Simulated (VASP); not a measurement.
# Ag (Im-3m) in VASP: further runs

The runs below take Ag through single point, with PBE.

All numbers are computed with VASP 6.6.1; they aren't measurements. Logs are shortened: lines on timing, memory, paths and dates and some standing lists are left out, and cuts for length are marked.

### Step 1. The cell of the first run

The structure is cubic, space group Im-3m (No. 229). The conventional cell has a = 3.311 Å, b = 3.311 Å, c = 3.311 Å, α = 90.00°, β = 90.00°, γ = 90.00°. Ag (site symmetry m-3m) has 14 Ag at 2.87 to 3.31 Å within 3.8 Å.

This isn't the form of Ag at room conditions, which is fcc.

### Step 2. Single point, PBE

File INCAR:

```
PREC = Accurate
ENCUT = 500
EDIFF = 1E-6
ISMEAR = -1
SIGMA = 0.05
LREAL = F
LASPH = T
NELM = 120
ALGO = Normal
ISIF = 2
LWAVE = F
LCHARG = F
GGA = PE
NBANDS = 12
GGA_COMPAT = F
```

File KPOINTS:

```
regular mesh
0
Gamma
  8 8 8
```

File POSCAR:

```
Ag
1.0
   -1.6556500000      1.6556500000      1.6556500000
    1.6556500000     -1.6556500000      1.6556500000
    1.6556500000      1.6556500000     -1.6556500000
Ag
1
Direct
    0.0000000000      0.0000000000      0.0000000000
```

Potentials or basis: VASP PAW PBE potentials, release 64 (Ag).

Run with:

```sh
$ cat potpaw_PBE.64/Ag/POTCAR > POTCAR
$ mpirun -np 1 vasp_std > vasp.out
```

OUTCAR:

```text
PREC = Accurate
   ENCUT = 500
   EDIFF = 1E-6
   ISMEAR = -1
   LREAL = F
   LASPH = T
   NELM = 120
   ISIF = 2
   GGA = PE

 ion  position               nearest neighbor table
   1  0.000  0.000  0.000-

  LATTYP: Found a body centered cubic cell.
 ALAT       =     3.3113000000

  Lattice vectors:

 A1 = (  -1.6556500000,   1.6556500000,   1.6556500000)
 A2 = (   1.6556500000,  -1.6556500000,   1.6556500000)
 A3 = (   1.6556500000,   1.6556500000,  -1.6556500000)

Analysis of symmetry for initial positions (statically):
=====================================================================
 Subroutine PRICEL returns:
 Original cell was already a primitive cell.

 Routine SETGRP: Setting up the symmetry group for a
 body centered cubic supercell.

 Subroutine GETGRP returns: Found 48 space group operations
 (whereof 48 operations were pure point group operations)
 out of a pool of 48 trial point group operations.

The static configuration has the point symmetry O_h .

Analysis of symmetry for dynamics (positions and initial velocities):
=====================================================================
 Subroutine PRICEL returns:
 Original cell was already a primitive cell.

 Routine SETGRP: Setting up the symmetry group for a
 body centered cubic supercell.

 Subroutine GETGRP returns: Found 48 space group operations
 (whereof 48 operations were pure point group operations)
 out of a pool of 48 trial point group operations.

The dynamic configuration has the point symmetry O_h .

 Subroutine INISYM returns: Found 48 space group operations
 (whereof 48 operations are pure point group operations),
 and found     1 'primitive' translations

----------------------------------------------------------------------------------------

                                     Primitive cell

  volume of cell :      18.1537

  direct lattice vectors                    reciprocal lattice vectors
    -1.655650000  1.655650000  1.655650000     0.000000000  0.301996195  0.301996195
     1.655650000 -1.655650000  1.655650000     0.301996195  0.000000000  0.301996195
     1.655650000  1.655650000 -1.655650000     0.301996195  0.301996195  0.000000000

  length of vectors
     2.867669920  2.867669920  2.867669920     0.427087115  0.427087115  0.427087115

  position of ions in fractional coordinates (direct lattice)
     0.000000000  0.000000000  0.000000000

  ion indices of the primitive-cell ions
   primitive index   ion index
                 1           1

[... 72 lines left out ...]
   LREAL  =      F    real-space projection
   EDIFFG = 0.1E-04   stopping-criterion for IOM
   NSW    =      0    number of steps for IOM
   IBRION =     -1    ionic relax: 0-MD 1-quasi-New 2-CG
   NFREE  =      0    steps in history (QN), initial steepest desc. (CG)
   ISIF   =      2    stress and relaxation
   ISYM   =      2    0-nonsym 1-usesym 2-fastsym
   POTIM  = 0.5000    time-step for ionic-motion
   TEBEG  =    0.0;   TEEND  =   0.0 temperature during run
   PSTRESS=    0.0 pullay stress
   NELECT =      11.0000    total number of electrons
   NUPDOWN=      -1.0000    fix difference up-down
   EMIN   =  10.00;   EMAX   =-10.00  energy-range for DOS
   EFERMI =   0.00;   METHOD = LEGACY
   ISMEAR =    -1;   SIGMA  =   0.05  broadening in eV -4-tet -1-fermi 0-gaus
   EFERMI_NEDOS =   21; number of points for ismear=-14 and -15
   IALGO  =     38    algorithm
   IMIX   =      4    mixing-type and parameters
     AMIX     =   0.40;   BMIX     =  1.00
     AMIX_MAG =   1.60;   BMIX_MAG =  1.00
  volume/ion in A,a.u.               =      18.15       122.51
  Fermi-wavevector in a.u.,A,eV,Ry     =   1.385321  2.617878 26.111148  1.919115
  Thomas-Fermi vector in A             =   2.509742
   LORBIT       =      0    0 simple, 1 ext, 2 COOP (PROOUT), +10 PAW based schemes
   GGA     = PE    functional components
   LHFCALC =     F    Hartree Fock is set to
   AEXX    =    0.0000 exact exchange contribution
   IVDW    =     0    specifies the selected vdW correction
   LEPSILON=     F    determine dielectric tensor
   LRPA    =     F    only Hartree local field effects (RPA)
 non-spin polarized calculation
  energy-cutoff  :      500.00
  volume of cell :       18.15
 maximum number of plane-waves:       471
 NGX is ok and might be reduce to    24
   NGX = 11   NGY = 11   NGZ = 11

 number of electron      11.0000001 magnetization

 Free energy of the ion-electron system (eV)
  ---------------------------------------------------
  ext. energy  EPLUGINS =         0.00000000
  ---------------------------------------------------
  free energy    TOTEN  =        -2.64110100 eV

  energy without entropy =       -2.63134436  energy(sigma->0) =       -2.63622268

 E-fermi :   7.7524     XC(G=0): -11.8412

 val. band max:        7.6727734286   @ k =   0.5000   0.0000   0.0000
 cond. band min:       7.7668705303   @ k =   0.3750   0.1250   0.0000
 fundamental gap:      0.0940971017
 Fermi energy:         7.7524245056

 k-point     1 :       0.0000    0.0000    0.0000
  band No.  band energies     occupation
      1       0.2765      2.00000
      2       2.8882      2.00000
      3       2.8882      2.00000
      4       2.8882      2.00000
      5       4.0888      2.00000
      6       4.0888      2.00000
      7      25.3403      0.00000
      8      25.3403      0.00000
      9      25.3403      0.00000
     10      30.7047      0.00000
     11      30.7047      0.00000
     12      30.7047      0.00000
[... 331 lines left out ...]
 k-point    24 :      -0.3750    0.3750    0.2500
  band No.  band energies     occupation
      1       2.2756      2.00000
      2       2.5442      2.00000
      3       3.3432      2.00000
      4       3.7082      2.00000
      5       4.4865      2.00000
      6       7.9708      0.02505
      7      15.7562      0.00000
      8      18.1748      0.00000
      9      20.6237      0.00000
     10      22.9968      0.00000
     11      29.8561      0.00000
     12      32.0007      0.00000

 [... further k-points ...]
[... 5 lines left out ...]
  --------------------------------------------------------------------------------------
  -------------------------------------------------------------------------------------
  Total       -0.0869110     -0.0869110     -0.0869110     -0.0000000      0.0000000     -0.0000000
  in kB       -7.6704336     -7.6704336     -7.6704336     -0.0000000      0.0000000     -0.0000000
  external PRESSURE =      -7.6704336 kB  Pullay stress =       0.0000000 kB

 VOLUME and BASIS-vectors are now :
 -----------------------------------------------------------------------------
  energy-cutoff  :      500.00
  volume of cell :       18.15
      direct lattice vectors                 reciprocal lattice vectors
    -1.655650000  1.655650000  1.655650000     0.000000000  0.301996195  0.301996195
     1.655650000 -1.655650000  1.655650000     0.301996195  0.000000000  0.301996195
     1.655650000  1.655650000 -1.655650000     0.301996195  0.301996195  0.000000000

 POSITION                                       TOTAL-FORCE (eV/Angst)
 -----------------------------------------------------------------------------------
      0.00000      0.00000      0.00000         0.000000     -0.000000     -0.000000
 -----------------------------------------------------------------------------------
    total drift:                               -0.000000      0.000000      0.000000

  FREE ENERGIE OF THE ION-ELECTRON SYSTEM (eV)
  ---------------------------------------------------
  free  energy   TOTEN  =        -2.6411010047 eV

  energy  without entropy=       -2.6313443552  energy(sigma->0) =       -2.63622268
```

OSZICAR:

```text
N       E                     dE             d eps       ncg     rms          rms(c)
DAV:   1     0.526755592818E+02    0.52676E+02   -0.54111E+03   704   0.792E+02
DAV:   2    -0.200532088311E+01   -0.54681E+02   -0.51967E+02   808   0.193E+02
DAV:   3    -0.287529916954E+01   -0.86998E+00   -0.86818E+00   832   0.253E+01
DAV:   4    -0.287785683836E+01   -0.25577E-02   -0.25576E-02   776   0.147E+00
DAV:   5    -0.287787746310E+01   -0.20625E-04   -0.20625E-04   820   0.118E-01    0.447E+00
DAV:   6    -0.264935246652E+01    0.22852E+00   -0.94844E-01   764   0.855E+00    0.302E+00
DAV:   7    -0.264347021168E+01    0.58823E-02   -0.62678E-03   780   0.760E-01    0.174E+00
DAV:   8    -0.264108700603E+01    0.23832E-02   -0.71474E-04   776   0.213E-01    0.745E-02
DAV:   9    -0.264109557406E+01   -0.85680E-05   -0.69974E-06   764   0.194E-02    0.235E-02
DAV:  10    -0.264110135695E+01   -0.57829E-05   -0.39318E-06   796   0.190E-02    0.455E-03
DAV:  11    -0.264110100472E+01    0.35223E-06   -0.58698E-08   424   0.192E-03
   1 F= -.26411010E+01 E0= -.26362227E+01  d E =-.975665E-02
```

It took 10 s on 1 thread of Intel Xeon 6975P-C (Granite Rapids), shared host; peak memory 0.12 GiB.

What came out:

```yaml
Free_energy: -2.6411 eV
Pressure: -0.8 GPa
Band_gap_on_the_k_mesh: zero (an odd number of electrons rules out a gap without spin polarisation)
```

### Step 3. Single point, PBE

File INCAR:

```
SYSTEM = Ag
  PREC = Accurate
  ENCUT = 500
  EDIFF = 1E-6
  ISMEAR = -1
  SIGMA = 0.05
  LREAL = .FALSE.
  LASPH = .TRUE.
  NELM = 120
  ALGO = Normal
  ISIF = 2
  LWAVE = .FALSE.
  LCHARG = .FALSE.
  GGA = PE
  NBANDS = 12
  GGA_COMPAT = .FALSE.
```

File KPOINTS:

```
regular mesh
0
G
  9 9 9
  0 0 0
```

POSCAR is that of step 2.

Potentials or basis: VASP PAW PBE potentials, release 64 (Ag).

Run with:

```sh
$ cat potpaw_PBE.64/Ag/POTCAR > POTCAR
$ mpirun -np 1 vasp_std > vasp.out
```

OUTCAR:

```text
SYSTEM = Ag
   PREC = Accurate
   ENCUT = 500
   EDIFF = 1E-6
   ISMEAR = -1
   LREAL = .FALSE.
   LASPH = .TRUE.
   NELM = 120
   ISIF = 2
   GGA = PE

 ion  position               nearest neighbor table
   1  0.000  0.000  0.000-

  LATTYP: Found a body centered cubic cell.
 ALAT       =     3.3113000000

  Lattice vectors:

 A1 = (  -1.6556500000,   1.6556500000,   1.6556500000)
 A2 = (   1.6556500000,  -1.6556500000,   1.6556500000)
 A3 = (   1.6556500000,   1.6556500000,  -1.6556500000)

Analysis of symmetry for initial positions (statically):
=====================================================================
 Subroutine PRICEL returns:
 Original cell was already a primitive cell.

 Routine SETGRP: Setting up the symmetry group for a
 body centered cubic supercell.

 Subroutine GETGRP returns: Found 48 space group operations
 (whereof 48 operations were pure point group operations)
 out of a pool of 48 trial point group operations.

The static configuration has the point symmetry O_h .

Analysis of symmetry for dynamics (positions and initial velocities):
[... 159 lines left out ...]
 val. band max:        7.5134588002   @ k =  -0.3333   0.4444   0.1111
 cond. band min:       7.8087390102   @ k =  -0.4444   0.4444   0.1111
 fundamental gap:      0.2952802099
 Fermi energy:         7.5452259847

 k-point     1 :       0.0000    0.0000    0.0000
  band No.  band energies     occupation
      1       0.2788      2.00000
      2       2.8971      2.00000
      3       2.8971      2.00000
      4       2.8971      2.00000
      5       4.0998      2.00000
      6       4.0998      2.00000
      7      25.3423      0.00000
      8      25.3423      0.00000
      9      25.3423      0.00000
     10      30.7073      0.00000
     11      30.7073      0.00000
     12      30.7073      0.00000
[... 331 lines left out ...]
 k-point    24 :      -0.4444   -0.4444    0.1111
  band No.  band energies     occupation
      1       2.0422      2.00000
      2       2.6310      2.00000
      3       3.1584      2.00000
      4       3.8777      2.00000
      5       4.7791      2.00000
      6       9.7934      0.00000
      7      11.7148      0.00000
      8      17.0881      0.00000
      9      22.3191      0.00000
     10      27.2815      0.00000
     11      27.6614      0.00000
     12      31.7480      0.00000

 [... further k-points ...]
[... 5 lines left out ...]
  --------------------------------------------------------------------------------------
  -------------------------------------------------------------------------------------
  Total       -0.0958567     -0.0958567     -0.0958567     -0.0000000      0.0000000     -0.0000000
  in kB       -8.4599404     -8.4599404     -8.4599404     -0.0000000      0.0000000     -0.0000000
  external PRESSURE =      -8.4599404 kB  Pullay stress =       0.0000000 kB

 VOLUME and BASIS-vectors are now :
 -----------------------------------------------------------------------------
  energy-cutoff  :      500.00
  volume of cell :       18.15
      direct lattice vectors                 reciprocal lattice vectors
    -1.655650000  1.655650000  1.655650000     0.000000000  0.301996195  0.301996195
     1.655650000 -1.655650000  1.655650000     0.301996195  0.000000000  0.301996195
     1.655650000  1.655650000 -1.655650000     0.301996195  0.301996195  0.000000000

 POSITION                                       TOTAL-FORCE (eV/Angst)
 -----------------------------------------------------------------------------------
      0.00000      0.00000      0.00000        -0.000000      0.000000      0.000000
 -----------------------------------------------------------------------------------
    total drift:                                0.000000      0.000000     -0.000000

  FREE ENERGIE OF THE ION-ELECTRON SYSTEM (eV)
  ---------------------------------------------------
  free  energy   TOTEN  =        -2.6981578458 eV

  energy  without entropy=       -2.6938038423  energy(sigma->0) =       -2.69598084
```

stdout:

```text
POSCAR found type information on POSCAR Ag
 POSCAR found :  1 types and       1 ions
 scaLAPACK will be used
 LDA part: xc-table for (Slater+PW92), standard interpolation
 POSCAR, INCAR and KPOINTS ok, starting setup
 FFT: planning ... GRIDC
 FFT: planning ... GRID_SOFT
 FFT: planning ... GRID
 WAVECAR not read
 entering main loop
```

It took 6.7 s on 1 thread of Intel Xeon 6975P-C (Granite Rapids), shared host; peak memory 0.13 GiB.

What came out:

* Free energy: -2.6982 eV
* Pressure: -0.8 GPa
* Band gap on the k mesh: zero (an odd number of electrons rules out a gap without spin polarisation)

Levels at points of the mesh, in eV from the Fermi level:
```csv
k point,band 3,band 4,band 5,band 6,band 7,band 8,band 9,band 10
"(0.00, 0.00, 0.00)",-4.65,-4.65,-3.45,-3.45,17.80,17.80,17.80,23.16
```

### Step 4. Single point, PBE

File INCAR:

```
  ALGO = Normal
  EDIFF = 1E-6
  ENCUT = 500
  GGA = PE
  GGA_COMPAT = F
  ISIF = 2
  ISMEAR = -1
  LASPH = T
  LCHARG = T
  LELF = T
  LREAL = F
  LVHAR = T
  LWAVE = F
  NBANDS = 12
  NELM = 120
  PREC = Accurate
  SIGMA = 0.05
```

File KPOINTS:

```
k-points
0
Gamma
  12 12 12
```

POSCAR is that of step 3.

Run with:

```sh
$ cat potpaw_PBE.64/Ag/POTCAR > POTCAR
$ mpirun -np 1 vasp_std > vasp.out
```

Run time: 11 s. Hardware: 1 thread of Intel Xeon 6975P-C (Granite Rapids), shared host; peak memory 0.14 GiB.

Results (log left out):

- Free energy: -2.6727 eV
- Pressure: -0.5 GPa
- Band gap on the k mesh: zero (an odd number of electrons rules out a gap without spin polarisation)

Levels at points of the mesh, in eV from the Fermi level:
| k point | band 1 | band 2 | band 3 | band 4 | band 5 | band 6 | band 7 | band 8 | band 9 | band 10 |
| --- | --- | --- | --- | --- | --- | --- | --- | --- | --- | --- |
| (0.00, 0.00, 0.00) | -7.37 | -4.75 | -4.75 | -4.75 | -3.54 | -3.54 | 17.70 | 17.70 | 17.70 | 23.06 |
| (0.50, 0.00, 0.00) | -6.08 | -5.45 | -3.60 | -3.44 | -2.64 | 0.03 | 3.76 | 13.07 | 13.89 | 19.19 |
| (0.50, 0.50, 0.50) | -6.03 | -6.03 | -2.86 | -2.86 | -2.86 | 6.68 | 6.68 | 6.68 | 11.92 | 12.94 |

### Step 5. The runs side by side

```csv
k mesh,gap on the mesh (eV),pressure (GPa)
8 × 8 × 8,none,-0.8
9 × 9 × 9,none,-0.8
12 × 12 × 12,none,-0.5
```

Alike in all rows: task single point; level PBE; potentials or basis VASP PAW PBE potentials, release 64 (Ag); no spin polarisation; cell as given; cutoff (eV) 500; smearing fermi-dirac 0.05 eV.

Absolute energies hang on the potentials; compare differences alone.
